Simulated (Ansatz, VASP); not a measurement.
# Two plane-wave programs on WSe2

File POSCAR:

```
WSe2
1.0
    3.2998001323      0.0000000000      0.0000000000
   -1.6499000661      2.8577107419      0.0000000000
    0.0000000000      0.0000000000     13.1529359068
W Se
2 4
Direct
    0.6666666667      0.3333333333      0.7500000000
    0.3333333333      0.6666666667      0.2500000000
    0.3333333333      0.6666666667      0.8765972414
    0.6666666667      0.3333333333      0.3765972414
    0.3333333333      0.6666666667      0.6234027586
    0.6666666667      0.3333333333      0.1234027586
```

The input INCAR.step1:

```
SYSTEM = WSe2
ALGO     = Normal         ! electronic algorithm
EDIFF    = 1E-4           ! SCF threshold, eV
ENCUT    = 520            ! plane-wave cutoff, eV
GGA      = PE             ! functional
ISMEAR   = -1             ! smearing method
LASPH    = .TRUE.         ! aspherical terms in the spheres
LCHARG   = .FALSE.        ! write CHGCAR
LREAL    = .FALSE.        ! projectors in reciprocal space
LWAVE    = .TRUE.         ! write WAVECAR
NBANDS   = 35             ! bands
NELM     = 60             ! most SCF steps
PREC     = Accurate       ! precision mode
SIGMA    = 0.03           ! smearing width, eV
```

INCAR.step2

```
SYSTEM = WSe2
ALGO     = Normal         ! electronic algorithm
BPARAM   = 11.95        
CPARAM   = 0.0093       
EDIFF    = 1E-6           ! SCF threshold, eV
ENCUT    = 520            ! plane-wave cutoff, eV
ISIF     = 2              ! what is computed and relaxed
ISMEAR   = -1             ! smearing method
ISTART   = 1            
IVDW_NL  = 2            
LASPH    = .TRUE.         ! aspherical terms in the spheres
LCHARG   = .FALSE.        ! write CHGCAR
LMIXTAU  = .TRUE.       
LREAL    = .FALSE.        ! projectors in reciprocal space
LUSE_VDW = .TRUE.       
LWAVE    = .FALSE.        ! write WAVECAR
METAGGA  = R2SCAN         ! meta-GGA
NBANDS   = 35             ! bands
NELM     = 60             ! most SCF steps
PREC     = Accurate       ! precision mode
SIGMA    = 0.03           ! smearing width, eV
```

KPOINTS

```
k-points
0
G
  12 12 2
  0 0 0
```

Input for Ansatz:

```yaml
crystal:
  lattice:
    - [3.2998001323, 0.0, 0.0]
    - [-1.6499000661, 2.8577107419, 0.0]
    - [0.0, 0.0, 13.1529359068]
  atoms:
    - { symbol: W, position: [0.6666666667, 0.3333333333, 0.75] }
    - { symbol: W, position: [0.3333333333, 0.6666666667, 0.25] }
    - { symbol: Se, position: [0.3333333333, 0.6666666667, 0.8765972414] }
    - { symbol: Se, position: [0.6666666667, 0.3333333333, 0.3765972414] }
    - { symbol: Se, position: [0.3333333333, 0.6666666667, 0.6234027586] }
    - { symbol: Se, position: [0.6666666667, 0.3333333333, 0.1234027586] }
kpoints:
  mp_grid: { grid: [12, 12, 2] }
  band_path:
    path:
      - [0.0, 0.0, 0.0]
      - [0.5, 0.0, 0.0]
      - [0.3333333333, 0.3333333333, 0.0]
      - [0.0, 0.0, 0.5]
      - [0.5, 0.0, 0.5]
      - [0.3333333333, 0.3333333333, 0.5]
    npoints: 1
hamiltonian:
  xc: r2scan
  dispersion: rvv10
scf:
  occupations: { method: fermi_dirac, width: 0.03 }
  n_extra_bands: 5
output:
  forces: true
  stress: true
  eigenvalues: true
```

Alike in both runs: task single point; functional r2SCAN; dispersion rVV10; k mesh 12 × 12 × 2; occupations fermi-dirac, width 0.03 eV; no spin polarisation.

|  | VASP | Ansatz |
| --- | --- | --- |
| version | VASP 6.6.1 | Ansatz 0.2.0 |
| potentials or method | VASP PAW PBE potentials, release 64 (W_sv, Se) | plane waves, PAW |
| plane-wave cutoff (eV) | 520 | 500 |
| valence electrons in the cell | 52 | 92 |

Ansatz gave:

* gap on the k mesh at the Fermi level (eV): 1.14
* pressure (GPa): 0.0
* rms of the force components (eV/Å): 0.003

**Question.** What did VASP give for the same quantities?

**Answer.** gap on the k mesh at the Fermi level (eV): 1.14; pressure (GPa): 0.7; rms of the force components (eV/Å): 0.038.

VASP's potentials were made for PBE, not for r2SCAN. Atom by atom the forces differ by 0.035 eV/Å (rms over components). VASP's potentials hold 52 valence electrons a cell and Ansatz's 92, so a difference there can come from the potentials and not from the codes.

Neither program's run includes spin-orbit coupling.
